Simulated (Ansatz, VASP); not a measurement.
# Two plane-wave programs on PbSe

The input POSCAR:

```
PbSe
1.0
    0.0000000000      3.4232041310      3.4232041310
    3.4232041310      0.0000000000      3.4232041310
    3.4232041310      3.4232041310      0.0000000000
Pb Se
1 1
Direct
    0.0000000000      0.0000000000      0.0000000000
    0.2500000000      0.2500000000      0.2500000000
```

File INCAR.step1:

```
PREC = Accurate ; ENCUT = 550
ISMEAR = 0 ; SIGMA = 0.01
LREAL = False ; LASPH = True
NELM = 120 ; NBANDS = 17
GGA = PE ; ALGO = Normal
EDIFF = 1E-5 ; LWAVE = True
LCHARG = False ; GGA_COMPAT = False
```

Contents of INCAR.step2:

```
PREC = Accurate ; ENCUT = 550
EDIFF = 1E-6 ; ISMEAR = 0
SIGMA = 0.01 ; LREAL = False
LASPH = True ; NELM = 120
ALGO = Normal ; ISIF = 2
LWAVE = False ; LCHARG = False
METAGGA = R2SCAN ; LMIXTAU = True
NBANDS = 17 ; ISTART = 1
GGA_COMPAT = False
```

File KPOINTS:

```
regular mesh
0
Gamma
  4 4 4
```

Input for Ansatz:

```yaml
crystal:
  lattice:
    - [0.0, 3.423204131, 3.423204131]
    - [3.423204131, 0.0, 3.423204131]
    - [3.423204131, 3.423204131, 0.0]
  atoms:
    - { symbol: Pb, position: [0.0, 0.0, 0.0] }
    - { symbol: Se, position: [0.25, 0.25, 0.25] }
kpoints:
  mp_grid: { grid: [4, 4, 4] }
hamiltonian:
  xc: r2scan
scf:
  occupations: { method: fixed }
  n_extra_bands: 4
output:
  forces: true
  stress: true
  eigenvalues: true
basis:
  ecutwfc: 900
```

Alike in both runs: task single point; functional r2SCAN; k mesh 4 × 4 × 4; no spin polarisation.

|  | VASP | Ansatz |
| --- | --- | --- |
| version | VASP 6.6.1 | Ansatz 0.2.0 |
| potentials or method | VASP PAW PBE potentials, release 64 (Pb_d, Se), cutoff 550 eV | plane waves |
| occupations | gaussian, width 0.01 eV | fixed |
| valence electrons in the cell | 20 | 30 |

|  | VASP | Ansatz | Ansatz less VASP |
| --- | --- | --- | --- |
| gap on the k mesh at the Fermi level (eV) | 0.80 | 0.80 | +0.001 |
| pressure (GPa) | 0.0 | -0.1 | -0.01 |

VASP's potentials were made for PBE, not for r2SCAN. VASP's potentials hold 20 valence electrons a cell and Ansatz's 30, so a difference there can come from the potentials and not from the codes.

Neither program's run includes spin-orbit coupling.
